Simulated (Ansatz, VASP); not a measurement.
## Si in VASP and in Ansatz

```
CELL_PARAMETERS angstrom
2.65107 0.00000 0.00000
-1.32553 2.29589 0.00000
0.00000 0.00000 4.60987
ATOMIC_POSITIONS crystal
Si 0.33333 0.66667 0.25000
Si 0.66667 0.33333 0.75000
```

Change from the starting cell: strain +0.000 along x and y, +0.015 along z, atoms carried along.

Alike in both runs: task single point; functional LDA; k mesh 24 × 24 × 14; occupations gaussian, width 0.15 eV; no spin polarisation.

|  | VASP | Ansatz |
| --- | --- | --- |
| version | VASP 6.6.1 | Ansatz 0.2.0 |
| potentials or method | VASP PAW LDA potentials, release 64 (Si), cutoff 520 eV | scalar-relativistic, plane waves, PAW |
| valence electrons in the cell | 8 | 8 |

Ansatz gave:

```
gap on the k mesh at the Fermi level (eV)                     : none
pressure (GPa)                                                : -1.3
traceless stress, the component that is largest in VASP (GPa) : -1.52
```

**Question.** Estimate VASP's values.

**Answer.** gap on the k mesh at the Fermi level (eV): none; pressure (GPa): -1.2; traceless stress, the component that is largest in VASP (GPa): -1.51.

LDA's correlation is that of Perdew and Zunger in VASP and of Perdew and Wang (1992) in Ansatz. A gap of «none» marks a metal or a gap that the smearing closes.
